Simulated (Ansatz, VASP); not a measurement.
Ge: VASP beside Ansatz

```
Ge
1.0
    -1.70488    1.70488    1.70488
     1.70488   -1.70488    1.70488
     1.70488    1.70488   -1.70488
Ge
1
Cartesian
  0.0000 0.0000 0.0000
```

Alike in both runs: task single point; functional BLYP; k mesh 14 × 14 × 14; occupations fermi-dirac, width 0.1 eV; no spin polarisation.

```csv
,VASP,Ansatz
version,VASP 6.6.1,Ansatz 0.2.0
potentials or method,"VASP PAW PBE potentials, release 64 (Ge_d), cutoff 520 eV","plane waves (420 eV) with PAW, scalar-relativistic"
valence electrons in the cell,14,14
```

VASP gave:

```
pressure (GPa) : 4.5
```

Question: Which values does Ansatz return?

Answer: Pressure (GPa): 4.4.

VASP's potentials were made for PBE, not for BLYP. The functional is the same, so the differences come from potentials, cutoffs and numerics.
